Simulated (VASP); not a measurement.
Input of a VASP 6.6.1 run:

File INCAR:

```
PREC = Accurate ; ENCUT = 450
EDIFF = 1E-7 ; ISMEAR = 0
SIGMA = 0.01 ; LREAL = False
LASPH = True ; NELM = 120
ALGO = Normal ; ISIF = 2
LWAVE = False ; LCHARG = False
GGA = PS ; IBRION = 2
NSW = 50 ; EDIFFG = -0.002
GGA_COMPAT = False ; NELMIN = 4
```

File KPOINTS:

```
regular mesh
0
Gamma
  6 6 6
```

POSCAR

```
TlCl
1.0
    3.7693040770      0.0094232602      0.0094232602
    0.0094232602      3.7693040770      0.0094232602
    0.0094232602      0.0094232602      3.7693040770
Tl Cl
1 1
Direct
    0.0000000000      0.0000000000      0.0000000000
    0.5000000000      0.5000000000      0.5000000000
```

Potentials or basis: VASP PAW PBE potentials, release 64 (Tl_d, Cl).

The run is started by

```console
$ cat potpaw_PBE.64/Tl_d/POTCAR potpaw_PBE.64/Cl/POTCAR > POTCAR
$ mpirun -np 1 vasp_std > vasp.out
```

Problem. What does it give for the band gap on the k mesh?

Solution. 1.80 eV.

Final structure:
```
Tl Cl
1.0
     3.76930    0.00942    0.00942
     0.00942    3.76930    0.00942
     0.00942    0.00942    3.76930
Tl Cl
1 1
Direct
  0.00000 0.00000 0.00000
  0.50000 0.50000 0.50000
```

Caveat: the cell differs from its parent crystal (equal xy, yz and zx engineering shears of +0.5 %); the relaxation stopped at its first step, so nothing moved; spin-orbit coupling is left out, which moves the levels of the heavy elements. A k mesh can miss the band edges.
